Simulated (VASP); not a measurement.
A run of VASP 6.6.1 is set up as follows.

Contents of POSCAR:

```
MgS
1.0
    0.0000000000      2.7948299470      2.7948299470
    2.7948299470      0.0000000000      2.7948299470
    2.7948299470      2.7948299470      0.0000000000
S Mg
1 1
Direct
    0.2500000000      0.2500000000      0.2500000000
    0.0000000000      0.0000000000      0.0000000000
```

The input INCAR.step1:

```
SYSTEM = MgS
PREC = Accurate
ENCUT = 520
EDIFF = 1E-5
ISMEAR = -1
SIGMA = 0.05
LREAL = .FALSE.
LASPH = .TRUE.
NELM = 80
ALGO = Normal
ISIF = 2
LWAVE = .TRUE.
LCHARG = .FALSE.
GGA = PE
NBANDS = 11
```

Contents of INCAR.step2:

```
SYSTEM = MgS
PREC = Accurate
ENCUT = 520
EDIFF = 1E-7
ISMEAR = -1
SIGMA = 0.05
LREAL = .FALSE.
LASPH = .TRUE.
NELM = 80
ALGO = Normal
ISIF = 2
LWAVE = .FALSE.
LCHARG = .FALSE.
GGA = PE
LHFCALC = .TRUE.
HFSCREEN = 0.2079
PRECFOCK = Normal
ISTART = 1
NBANDS = 11
```

The input KPOINTS:

```
Automatic mesh
0
G
  6 6 6
  0 0 0
```

Potentials or basis: VASP PAW PBE potentials, release 64 (S, Mg).

The run is started by

```console
$ cat potpaw_PBE.64/S/POTCAR potpaw_PBE.64/Mg/POTCAR > POTCAR
$ cp INCAR.step1 INCAR
$ mpirun -np 1 vasp_std > vasp.out
$ cp INCAR.step2 INCAR
$ mpirun -np 1 vasp_std > vasp.out
```

Q: What does it give for the pressure?

A: 2.3 GPa.

Q: Estimate the band gap on the k mesh.

A: 4.72 eV.

Caveat: the PAW data sets were made with another functional, which shifts forces and pressure a little. A k mesh can miss the band edges.
